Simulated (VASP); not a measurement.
# Zn5S4 in VASP: further runs

Runs on Zn5S4. Level: PBEsol. Tasks: single point, relaxation of the atoms.

All numbers are computed with VASP 6.6.1; they aren't measurements. Logs are shortened: lines on timing, memory, paths and dates and some standing lists are left out, and cuts for length are marked.

### Step 1. The cell of the first run

The cell holds a slab with vacuum, 9 atoms: a = 3.788 Å, b = 3.788 Å, c = 25.713 Å, α = 90.00°, β = 90.00°, γ = 90.00°.

### Step 2. Single point, PBEsol

INCAR

```
SYSTEM = Zn5S4
PREC     = Accurate       ! precision mode
ENCUT    = 520            ! plane-wave cutoff, eV
EDIFF    = 1E-6           ! SCF threshold, eV
ISMEAR   = 0              ! smearing method
SIGMA    = 0.05           ! smearing width, eV
LREAL    = .False.        ! projectors in reciprocal space
LASPH    = .True.         ! aspherical terms in the spheres
NELM     = 80             ! most SCF steps
ALGO     = Normal         ! electronic algorithm
ISIF     = 2              ! what is computed and relaxed
LWAVE    = .False.        ! write WAVECAR
LCHARG   = .False.        ! write CHGCAR
LDIPOL   = .True.       
IDIPOL   = 3            
DIPOL    = 0.5 0.5 0.500
GGA      = PS             ! functional
NBANDS   = 52             ! bands
```

KPOINTS

```
regular mesh
0
Gamma
  7 7 1
  0 0 0
```

POSCAR

```
Zn5S4
1.0
    3.7876303076      0.0000000000      0.0000000000
    0.0000000000      3.7876303076      0.0000000000
    0.0000000000      0.0000000000     25.7130363004
Zn S
5 4
Direct
    0.5000000000      0.5000000000      0.2916808389
    0.0000000000      0.0000000000      0.3958404195
    0.5000000000      0.5000000000      0.5000000000
    0.0000000000      0.0000000000      0.6041595805
    0.5000000000      0.5000000000      0.7083191611
    0.5000000000      0.0000000000      0.3437606292
    0.0000000000      0.5000000000      0.4479202097
    0.5000000000      0.0000000000      0.5520797903
    0.0000000000      0.5000000000      0.6562393708
```

Potentials or basis: VASP PAW PBE potentials, release 64 (Zn, S).

On the command line:

```console
$ cat potpaw_PBE.64/Zn/POTCAR potpaw_PBE.64/S/POTCAR > POTCAR
$ mpirun -np 1 vasp_std > vasp.out
```

OUTCAR:

```text
SYSTEM = Zn5S4
   PREC = Accurate
   ENCUT = 520
   EDIFF = 1E-6
   ISMEAR = 0
   LREAL = .False.
   LASPH = .True.
   NELM = 80
   ISIF = 2
   GGA = PS

 ion  position               nearest neighbor table
   1  0.500  0.500  0.292-   6 2.32   6 2.32
   2  0.000  0.000  0.396-   7 2.32   7 2.32   6 2.32   6 2.32
   3  0.500  0.500  0.500-   7 2.32   8 2.32   8 2.32   7 2.32
   4  0.000  0.000  0.604-   8 2.32   8 2.32   9 2.32   9 2.32
   5  0.500  0.500  0.708-   9 2.32   9 2.32
   6  0.500  0.000  0.344-   1 2.32   2 2.32   1 2.32   2 2.32
   7  0.000  0.500  0.448-   2 2.32   2 2.32   3 2.32   3 2.32
   8  0.500  0.000  0.552-   4 2.32   4 2.32   3 2.32   3 2.32
   9  0.000  0.500  0.656-   4 2.32   5 2.32   4 2.32   5 2.32

  LATTYP: Found a simple tetragonal cell.
 ALAT       =     3.7876303076
 C/A-ratio  =     6.7886869130

  Lattice vectors:

 A1 = (   3.7876303076,   0.0000000000,   0.0000000000)
 A2 = (   0.0000000000,   3.7876303076,   0.0000000000)
 A3 = (   0.0000000000,   0.0000000000,  25.7130363004)

Analysis of symmetry for initial positions (statically):
=====================================================================
 Subroutine PRICEL returns:
 Original cell was already a primitive cell.

 Routine SETGRP: Setting up the symmetry group for a
 simple tetragonal supercell.

 Subroutine GETGRP returns: Found  8 space group operations
 (whereof  8 operations were pure point group operations)
 out of a pool of 16 trial point group operations.

The static configuration has the point symmetry D_2d.

Analysis of symmetry for dynamics (positions and initial velocities):
=====================================================================
 Subroutine PRICEL returns:
 Original cell was already a primitive cell.

 Routine SETGRP: Setting up the symmetry group for a
 simple tetragonal supercell.

 Subroutine GETGRP returns: Found  8 space group operations
 (whereof  8 operations were pure point group operations)
 out of a pool of 16 trial point group operations.

The dynamic configuration has the point symmetry D_2d.

 Subroutine INISYM returns: Found  8 space group operations
 (whereof  8 operations are pure point group operations),
 and found     1 'primitive' translations

----------------------------------------------------------------------------------------

                                     Primitive cell

  volume of cell :     368.8829

  direct lattice vectors                    reciprocal lattice vectors
     3.787630308  0.000000000  0.000000000     0.264017319  0.000000000  0.000000000
     0.000000000  3.787630308  0.000000000     0.000000000  0.264017319  0.000000000
     0.000000000  0.000000000 25.713036300     0.000000000  0.000000000  0.038890779

  length of vectors
     3.787630308  3.787630308 25.713036300     0.264017319  0.264017319  0.038890779

  position of ions in fractional coordinates (direct lattice)
     0.500000000  0.500000000  0.291680839
     0.000000000  0.000000000  0.395840419
     0.500000000  0.500000000  0.500000000
     0.000000000  0.000000000  0.604159581
     0.500000000  0.500000000  0.708319161
     0.500000000  0.000000000  0.343760629
     0.000000000  0.500000000  0.447920210
     0.500000000  0.000000000  0.552079790
     0.000000000  0.500000000  0.656239371

  ion indices of the primitive-cell ions
   primitive index   ion index
                 1           1
                 2           2
                 3           3
                 4           4
                 5           5
                 6           6
                 7           7
                 8           8
                 9           9

----------------------------------------------------------------------------------------

 KPOINTS: regular mesh

Automatic generation of k-mesh.
 Grid dimensions read from file:
 generate k-points for:    7    7    1

 Generating k-lattice:

  Cartesian coordinates                     Fractional coordinates (reciprocal lattice)
     0.037716760  0.000000000  0.000000000     0.142857143  0.000000000  0.000000000
     0.000000000  0.037716760  0.000000000     0.000000000  0.142857143  0.000000000
     0.000000000  0.000000000  0.038890779     0.000000000  0.000000000  1.000000000

  Length of vectors
     0.037716760  0.037716760  0.038890779

  Shift w.r.t. Gamma in fractional coordinates (k-lattice)
     0.000000000  0.000000000  0.000000000

 Subroutine IBZKPT returns following result:
 ===========================================

 Found     10 irreducible k-points:

 Following reciprocal coordinates:
            Coordinates               Weight
  0.000000  0.000000  0.000000      1.000000
  0.142857  0.000000  0.000000      4.000000
  0.285714  0.000000  0.000000      4.000000
  0.428571  0.000000  0.000000      4.000000
  0.142857  0.142857  0.000000      4.000000
  0.285714  0.142857  0.000000      8.000000
  0.428571  0.142857  0.000000      8.000000
  0.285714  0.285714  0.000000      4.000000
  0.428571  0.285714  0.000000      8.000000
  0.428571  0.428571  0.000000      4.000000
   k-points           NKPTS =     10   k-points in BZ     NKDIM =     10   number of bands    NBANDS=     52
   number of dos      NEDOS =    301   number of ions     NIONS =      9
   total plane-waves  NPLWV = 150528
   dimension x,y,z NGX =    28 NGY =   28 NGZ =  192
   dimension x,y,z NGXF=    56 NGYF=   56 NGZF=  384
   ions per type =               5   4
   NGX,Y,Z   is equivalent  to a cutoff of  12.29, 12.29, 12.41 a.u.
   NGXF,Y,Z  is equivalent  to a cutoff of  24.58, 24.58, 24.83 a.u.
 SYSTEM =  Zn5S4
   PREC   = accura    normal or accurate (medium, high low for compatibility)
   ISTART =      0    job   : 0-new  1-cont  2-samecut
   ICHARG =      2    charge: 1-file 2-atom 10-const
   ISPIN  =      1    spin polarized calculation?
   LNONCOLLINEAR =      F non collinear calculations
   LSORBIT =      F    spin-orbit coupling
   LASPH  =      T    aspherical Exc in radial PAW
   ENCUT  =  520.0 eV  38.22 Ry    6.18 a.u.   7.04  7.04 47.81*2*pi/ulx,y,z
   NELM   =     80;   NELMIN=  2; NELMDL= -5     # of ELM steps
   EDIFF  = 0.1E-05   stopping-criterion for ELM
   LREAL  =      F    real-space projection
   EDIFFG = 0.1E-04   stopping-criterion for IOM
   NSW    =      0    number of steps for IOM
   IBRION =     -1    ionic relax: 0-MD 1-quasi-New 2-CG
   NFREE  =      0    steps in history (QN), initial steepest desc. (CG)
   ISIF   =      2    stress and relaxation
   ISYM   =      2    0-nonsym 1-usesym 2-fastsym
   POTIM  = 0.5000    time-step for ionic-motion
   TEBEG  =    0.0;   TEEND  =   0.0 temperature during run
   PSTRESS=    0.0 pullay stress
   NELECT =      84.0000    total number of electrons
   NUPDOWN=      -1.0000    fix difference up-down
   EMIN   =  10.00;   EMAX   =-10.00  energy-range for DOS
   EFERMI =   0.00;   METHOD = LEGACY
   ISMEAR =     0;   SIGMA  =   0.05  broadening in eV -4-tet -1-fermi 0-gaus
   EFERMI_NEDOS =   21; number of points for ismear=-14 and -15
   IALGO  =     38    algorithm
   IMIX   =      4    mixing-type and parameters
     AMIX     =   0.40;   BMIX     =  1.00
     AMIX_MAG =   1.60;   BMIX_MAG =  1.00
  volume/ion in A,a.u.               =      40.99       276.59
  Fermi-wavevector in a.u.,A,eV,Ry     =   0.999705  1.889168 13.597793  0.999410
  Thomas-Fermi vector in A             =   2.132013
   LORBIT       =      0    0 simple, 1 ext, 2 COOP (PROOUT), +10 PAW based schemes
   GGA     = PS    functional components
   LHFCALC =     F    Hartree Fock is set to
   AEXX    =    0.0000 exact exchange contribution
   IVDW    =     0    specifies the selected vdW correction
   LEPSILON=     F    determine dielectric tensor
   LRPA    =     F    only Hartree local field effects (RPA)
 non-spin polarized calculation
 Gauss-broadening in eV      SIGMA  =   0.05
  energy-cutoff  :      520.00
  volume of cell :      368.88
 maximum number of plane-waves:      9965
   NGX = 15   NGY = 15   NGZ = 95

 dipolmoment           0.000000      0.000000     -0.000000 electrons x Angstroem

 number of electron      84.0000086 magnetization

 dipolmoment           0.000000      0.000000      0.000000 electrons x Angstroem

 Free energy of the ion-electron system (eV)
  ---------------------------------------------------
  ext. energy  EPLUGINS =         0.00000000
  ---------------------------------------------------
  free energy    TOTEN  =       -28.27944978 eV

  energy without entropy =      -28.27505352  energy(sigma->0) =      -28.27725165

 E-fermi :  -0.6543     XC(G=0):  -5.4376

 val. band max:       -0.7749422721   @ k =   0.2857   0.0000   0.0000
 cond. band min:      -0.6430447217   @ k =   0.2857   0.1429   0.0000
 fundamental gap:      0.1318975504
 Fermi energy:        -0.6542764130

 k-point     1 :       0.0000    0.0000    0.0000
  band No.  band energies     occupation
      1     -15.4616      2.00000
      2     -15.2055      2.00000
      3     -14.7890      2.00000
      4     -14.3806      2.00000
      5      -8.7849      2.00000
      6      -8.7332      2.00000
[... 44 lines left out ...]
     51       3.4848      0.00000
     52       3.7155      0.00000

 k-point     2 :       0.1429    0.0000    0.0000
  band No.  band energies     occupation
      1     -15.3596      2.00000
      2     -15.1235      2.00000
      3     -14.7389      2.00000
      4     -14.3653      2.00000
      5      -8.7370      2.00000
      6      -8.6985      2.00000
[... 44 lines left out ...]
     51       3.6663      0.00000
     52       3.8410      0.00000
[... 383 lines left out ...]
     51       4.0552      0.00000
     52       4.1326      0.00000

 k-point    10 :       0.4286    0.4286    0.0000
  band No.  band energies     occupation
      1     -14.3480      2.00000
      2     -14.3446      2.00000
      3     -14.2559      2.00000
      4     -14.2185      2.00000
      5      -8.7239      2.00000
      6      -8.6790      2.00000
[... 44 lines left out ...]
     51       3.9860      0.00000
     52       4.0931      0.00000

------------------------ aborting loop because EDIFF is reached ----------------------------------------

 vacuum level on the upper side and lower side of the slab       (xc-potential included)         0.004         0.004

  FORCE on cell =-STRESS in cart. coord.  units (eV):
  Direction    XX          YY          ZZ          XY          YZ          ZX
  --------------------------------------------------------------------------------------
  -------------------------------------------------------------------------------------
  Total        0.2346914      0.2346914      1.4889776      0.0000000     -0.0000000      0.0000000
  in kB        1.0193402      1.0193402      6.4671097      0.0000000     -0.0000000      0.0000000
  external PRESSURE =       2.8352634 kB  Pullay stress =       0.0000000 kB

 VOLUME and BASIS-vectors are now :
 -----------------------------------------------------------------------------
  energy-cutoff  :      520.00
  volume of cell :      368.88
      direct lattice vectors                 reciprocal lattice vectors
     3.787630308  0.000000000  0.000000000     0.264017319  0.000000000  0.000000000
     0.000000000  3.787630308  0.000000000     0.000000000  0.264017319  0.000000000
     0.000000000  0.000000000 25.713036300     0.000000000  0.000000000  0.038890779

 POSITION                                       TOTAL-FORCE (eV/Angst)
 -----------------------------------------------------------------------------------
      1.89382      1.89382      7.50000         0.000000      0.000000     -0.277280
      0.00000      0.00000     10.17826         0.000000      0.000000      0.113271
      1.89382      1.89382     12.85652         0.000000     -0.000000      0.000000
      0.00000      0.00000     15.53478        -0.000000      0.000000     -0.113271
      1.89382      1.89382     18.21304        -0.000000     -0.000000      0.277280
      1.89382      0.00000      8.83913         0.000000      0.000000      0.094142
      0.00000      1.89382     11.51739         0.000000      0.000000      0.032171
      1.89382      0.00000     14.19565         0.000000      0.000000     -0.032171
      0.00000      1.89382     16.87391         0.000000      0.000000     -0.094142
 -----------------------------------------------------------------------------------
    total drift:                                0.000000      0.000000      0.000000

  FREE ENERGIE OF THE ION-ELECTRON SYSTEM (eV)
  ---------------------------------------------------
  free  energy   TOTEN  =       -28.2794497761 eV

  energy  without entropy=      -28.2750535240  energy(sigma->0) =      -28.27725165

 vacuum level on the upper side and lower side of the slab         3.919         3.919
```

Run time: 2.9 min. Hardware: 1 thread of Intel Xeon Platinum 8488C (Sapphire Rapids), shared host; peak memory 0.46 GiB.

What came out:

| Item | Value |
| --- | --- |
| Free energy | -28.2794 eV |
| Largest force | 0.277 eV/Å |
| Band gap on the k mesh | zero (bands 42 and 43 overlap by 0.92 eV) |

Forces on the atoms (eV/Å):
```
Zn   0.000  0.000 -0.277
Zn   0.000  0.000  0.113
Zn   0.000  0.000  0.000
Zn   0.000  0.000 -0.113
Zn   0.000  0.000  0.277
S    0.000  0.000  0.094
S    0.000  0.000  0.032
S    0.000  0.000 -0.032
S    0.000  0.000 -0.094
```

Caveat: the PAW data sets were made with another functional, which shifts forces and pressure a little.

### Step 3. Single point, PBEsol

INCAR

```
SYSTEM = Zn5S4
ALGO = Normal ; DIPOL = 0.5 0.5 0.500
EDIFF = 1E-6 ; ENCUT = 520
GGA = PS ; IDIPOL = 3
ISIF = 2 ; ISMEAR = 0
LASPH = .TRUE. ; LCHARG = .TRUE.
LDIPOL = .TRUE. ; LELF = .TRUE.
LREAL = .FALSE. ; LVACPOTAV = .TRUE.
LVHAR = .TRUE. ; LWAVE = .FALSE.
NBANDS = 52 ; NELM = 80
PREC = Accurate ; SIGMA = 0.05
```

KPOINTS

```
k-points
0
G
  7 7 1
  0 0 0
```

POSCAR

```
Zn5S4
1.0
    3.7876303076      0.0000000000      0.0000000000
    0.0000000000      3.7876303076      0.0000000000
    0.0000000000      0.0000000000     25.7130363004
Zn S
5 4
Direct
    0.5000000000      0.5000000000      0.2886574715
    0.0000000000      0.0000000000      0.3956470484
    0.5000000000      0.5000000000      0.4999999998
    0.0000000000      0.0000000000      0.6043529510
    0.5000000000      0.5000000000      0.7113425278
    0.5000000000      0.0000000000      0.3426222080
    0.0000000000      0.5000000000      0.4478718064
    0.5000000000      0.0000000000      0.5521281943
    0.0000000000      0.5000000000      0.6573777927
```

Potentials or basis: VASP PAW PBE potentials, release 64 (Zn, S).

On the command line:

```console
$ cat potpaw_PBE.64/Zn/POTCAR potpaw_PBE.64/S/POTCAR > POTCAR
$ mpirun -np 1 vasp_std > vasp.out
```

It took 3 min on 1 thread of Intel Xeon Platinum 8488C (Sapphire Rapids), shared host; peak memory 0.45 GiB.

The run converged. Its results:

* Free energy: -28.2994 eV
* Largest force: 0.026 eV/Å
* Band gap on the k mesh: zero (bands 42 and 43 overlap by 0.99 eV)

Forces in eV/Å, atoms in the order of the input:
```
Zn   0.000  0.000 -0.026
Zn   0.000  0.000 -0.004
Zn   0.000  0.000  0.000
Zn   0.000  0.000  0.004
Zn   0.000  0.000  0.026
S    0.000  0.000  0.007
S    0.000  0.000 -0.001
S    0.000  0.000  0.001
S    0.000  0.000 -0.007
```

Levels at points of the mesh, in eV from the Fermi level:
```csv
k point,band 38,band 39,band 40,band 41,band 42,band 43,band 44,band 45,band 46,band 47
"(0.00, 0.00, 0.00)",-2.36,-2.36,-1.72,-1.72,-0.89,-0.34,1.69,1.91,2.36,2.54
```

Caveat: the PAW data sets were made with another functional, which shifts forces and pressure a little.

### Step 4. Relaxation of the atoms, PBEsol

INCAR

```
PREC     = Accurate       # precision mode
ENCUT    = 520            # plane-wave cutoff, eV
EDIFF    = 1E-6           # SCF threshold, eV
ISMEAR   = 0              # smearing method
SIGMA    = 0.05           # smearing width, eV
LREAL    = F              # projectors in reciprocal space
LASPH    = T              # aspherical terms in the spheres
NELM     = 100            # most SCF steps
ALGO     = Fast           # electronic algorithm
ISIF     = 2              # what is computed and relaxed
LWAVE    = F              # write WAVECAR
LCHARG   = F              # write CHGCAR
LDIPOL   = T            
IDIPOL   = 3            
DIPOL    = 0.5 0.5 0.500
GGA      = PS             # functional
IBRION   = 2              # ionic algorithm
NSW      = 80             # ionic steps
EDIFFG   = -0.02          # ionic threshold
```

KPOINTS

```
regular mesh
0
Gamma
  7 7 1
```

POSCAR

```
Zn5S4
1.0
    3.7876303076      0.0000000000      0.0000000000
    0.0000000000      3.7876303076      0.0000000000
    0.0000000000      0.0000000000     25.7130363004
Zn S
5 4
Direct
    0.5000000000      0.5000000000      0.2916808389
    0.0000000000      0.0000000000      0.3958404195
    0.5000000000      0.5000000000      0.5000000000
    0.0000000000      0.0000000000      0.6041595805
    0.5000000000      0.5000000000      0.7083191611
    0.5000000000      0.0000000000      0.3437606292
    0.0000000000      0.5000000000      0.4479202097
    0.5000000000      0.0000000000      0.5520797903
    0.0000000000      0.5000000000      0.6562393708
```

On the command line:

```console
$ cat potpaw_PBE.64/Zn/POTCAR potpaw_PBE.64/S/POTCAR > POTCAR
$ mpirun -np 1 vasp_std > vasp.out
```

Wall time 36 min (1 thread of Oxide Virtual Turin-like, shared host); peak memory 0.46 GiB.

Results (log left out):

```yaml
Free_energy: -28.2996 eV
Energy_gained_by_relaxing: 2.2 meV/atom
Ionic_steps: 13
Largest_force_after_relaxing: 0.017 eV/Å
Band_gap_on_the_k_mesh: zero (bands 42 and 43 overlap by 1.00 eV)
```

Forces in eV/Å, atoms in the order of the input:
```
Zn   0.000  0.000  0.017
Zn   0.000  0.000 -0.007
Zn   0.000  0.000  0.000
Zn   0.000  0.000  0.007
Zn   0.000  0.000 -0.017
S    0.000  0.000 -0.002
S    0.000  0.000 -0.006
S    0.000  0.000  0.006
S    0.000  0.000  0.002
```

The path:
```csv
step,energy change (eV),largest force (eV/Å),pressure (GPa)
1,0.0000,0.2775,0.28
2,-0.0079,0.1872,0.21
3,-0.0136,0.1130,0.11
4,-0.0154,0.0612,0.07
5,-0.0161,0.0412,0.04
6,-0.0161,0.0478,0.03
7,-0.0169,0.0397,0.00
8,-0.0186,0.0431,-0.08
9,-0.0194,0.0608,-0.24
10,-0.0200,0.0384,-0.28
11,-0.0201,0.0318,-0.29
12,-0.0201,0.0293,-0.29
13,-0.0202,0.0174,-0.26
```

Final structure:
```
Zn S
1.0
     3.78763    0.00000    0.00000
     0.00000    3.78763    0.00000
     0.00000    0.00000   25.71304
Zn S
5 4
Direct
  0.50000 0.50000 0.28777
  0.00000 0.00000 0.39533
  0.50000 0.50000 0.50000
  0.00000 0.00000 0.60467
  0.50000 0.50000 0.71223
  0.50000 0.00000 0.34210
  0.00000 0.50000 0.44773
  0.50000 0.00000 0.55227
  0.00000 0.50000 0.65790
```

Levels at points of the mesh, in eV from the Fermi level:
| k point | band 39 | band 40 | band 41 | band 42 | band 43 | band 44 | band 45 | band 46 |
| --- | --- | --- | --- | --- | --- | --- | --- | --- |
| (0.00, 0.00, 0.00) | -2.33 | -1.69 | -1.69 | -0.89 | -0.34 | 1.70 | 1.94 | 2.39 |

Caveat: the PAW data sets were made with another functional, which shifts forces and pressure a little.

### Step 5. The runs side by side

| task | cell | gap on the mesh (eV) | largest force (eV/Å) |
| --- | --- | --- | --- |
| single point | as given, atomic positions A | none | 0.28 |
| single point | as given, atomic positions B | none | 0.03 |
| relaxation of the atoms | atoms relaxed, atomic positions A | none | 0.02 |

Alike in all rows: level PBEsol; potentials or basis VASP PAW PBE potentials, release 64 (Zn, S); no spin polarisation; k mesh 7 × 7 × 1; cutoff (eV) 520; smearing gaussian 0.05 eV.

Caveats: the PAW data sets were made with another functional, which shifts forces and pressure a little.

Total energies depend on the potentials used, so only differences within one code and one set of settings carry meaning.

The gap in the log of VASP goes by the Fermi energy; the results here count the filled bands.